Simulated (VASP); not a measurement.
Cu, 2 atoms in the cell. Symmetry: P6_3/mmc, No. 194, hexagonal system. The conventional cell has a = 2.571 Å, b = 2.571 Å, c = 4.110 Å, α = 90.00°, β = 90.00°, γ = 120.00°. Within 3.3 Å of Cu (site symmetry -6m2) lie 12 Cu at 2.53 to 2.57 Å. This isn't the form of Cu at room conditions, which is fcc. This cell differs from its parent crystal: strained.

| Property | Result |
| --- | --- |
| Program | VASP 6.6.1 |
| Task | single point |
| Functional | PBE |
| Potentials or basis | VASP PAW PBE potentials, release 64 (Cu_sv_GW) |
| Cutoff | 820 eV |
| k mesh | 18 × 18 × 10 |
| Occupations | gaussian, width 0.1 eV |
| Spin | no spin polarisation |
| Dipole correction | no |
| Further INCAR settings | ALGO = Normal; EDIFF = 1e-06; NBANDS = 26 |

Potentials or basis: VASP PAW PBE potentials, release 64 (Cu_sv_GW).

Launch:

```sh
$ cat potpaw_PBE.64/Cu_sv_GW/POTCAR > POTCAR
$ mpirun -np 1 vasp_std > vasp.out
```

Hardware: 1 thread of Intel(R) Xeon(R) Platinum 8259CL CPU @ 2.50GHz (Skylake/Cascade Lake), on a shared host.

**Question.** Estimate the wall time of this run.

**Answer.** Run time: 3 min on 1 thread of Intel(R) Xeon(R) Platinum 8259CL CPU @ 2.50GHz (Skylake/Cascade Lake), on a shared host, peak memory 0.37 GiB. Counts: scf iterations 13, k points 222.
